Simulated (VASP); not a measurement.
Wanted: the native input for a VASP 6.6.1 run.

```
Task                   : single point
Functional             : r2SCAN
Potentials or basis    : VASP PAW PBE potentials, release 64 (Ni, O)
Cutoff                 : 520 eV
k mesh                 : 11 × 11 × 11
Occupations            : fermi-dirac, width 0.05 eV
Spin                   : collinear spin, ferromagnetic start
Starting moments       : [1.0, 0.0] μB
Dipole correction      : no
Further INCAR settings : ALGO = Normal; EDIFF = 1e-07; NBANDS = 19
```

NiO:

```
Ni O
1.0
     0.00000    2.12681    2.12681
     2.12681    0.00000    2.12681
     2.12681    2.12681    0.00000
Ni O
1 1
Direct
  0.00000 0.00000 0.00000
  0.50000 0.50000 0.50000
```

These files were run (other wordings do the same):

POSCAR

```
NiO
1.0
    0.0000000000      2.1268120599      2.1268120599
    2.1268120599      0.0000000000      2.1268120599
    2.1268120599      2.1268120599      0.0000000000
Ni O
1 1
Direct
    0.0000000000      0.0000000000      0.0000000000
    0.5000000000      0.5000000000      0.5000000000
```

INCAR.step1

```
SYSTEM = NiO
PREC     = Accurate       ! precision mode
ENCUT    = 520            ! plane-wave cutoff, eV
ISMEAR   = -1             ! smearing method
SIGMA    = 0.05           ! smearing width, eV
LREAL    = .False.        ! projectors in reciprocal space
LASPH    = .True.         ! aspherical terms in the spheres
NELM     = 150            ! most SCF steps
ISPIN    = 2              ! spin polarisation
MAGMOM   = 1 0            ! initial moments
LMAXMIX  = 4              ! l up to which the mixer works
NBANDS   = 19             ! bands
GGA      = PE             ! functional
ALGO     = Normal         ! electronic algorithm
EDIFF    = 1E-4           ! SCF threshold, eV
LWAVE    = .True.         ! write WAVECAR
LCHARG   = .False.        ! write CHGCAR
```

INCAR.step2

```
SYSTEM = NiO
PREC     = Accurate       ! precision mode
ENCUT    = 520            ! plane-wave cutoff, eV
EDIFF    = 1E-7           ! SCF threshold, eV
ISMEAR   = -1             ! smearing method
SIGMA    = 0.05           ! smearing width, eV
LREAL    = .False.        ! projectors in reciprocal space
LASPH    = .True.         ! aspherical terms in the spheres
NELM     = 150            ! most SCF steps
ALGO     = Normal         ! electronic algorithm
ISIF     = 2              ! what is computed and relaxed
LWAVE    = .False.        ! write WAVECAR
LCHARG   = .False.        ! write CHGCAR
ISPIN    = 2              ! spin polarisation
MAGMOM   = 1 0            ! initial moments
LORBIT   = 11             ! projections on sites
LMAXMIX  = 4              ! l up to which the mixer works
METAGGA  = R2SCAN         ! meta-GGA
LMIXTAU  = .True.       
NBANDS   = 19             ! bands
ISTART   = 1
```

KPOINTS

```
Automatic mesh
0
Gamma
  11 11 11
  0 0 0
```

Potentials or basis: VASP PAW PBE potentials, release 64 (Ni, O).

The run is started by

```console
$ cat potpaw_PBE.64/Ni/POTCAR potpaw_PBE.64/O/POTCAR > POTCAR
$ cp INCAR.step1 INCAR
$ mpirun -np 1 vasp_std > vasp.out
$ cp INCAR.step2 INCAR
$ mpirun -np 1 vasp_std > vasp.out
```

Results of the run:

```yaml
Pressure: -8.9 GPa
Band_gap_on_the_k_mesh: 0.92 eV (least direct gap 1.76 eV)
Net_moment: 2.00 μB per cell
Site_moments: Ni +1.70; O +0.27 μB
Valence_electrons_inside_the_program's_atomic_spheres: Ni 8.83; O 5.02
```

Caveat: the cell stands under tension; the PAW data sets were made with another functional, which shifts forces and pressure a little; an odd mesh through Γ misses points on the zone boundary, where band edges can lie; a cell with one magnetic atom can't hold antiferromagnetic order, which such compounds often take.

Wall time 2.7 min on 1 thread of Intel Xeon 8259CL (shared host), peak memory 0.18 GiB.
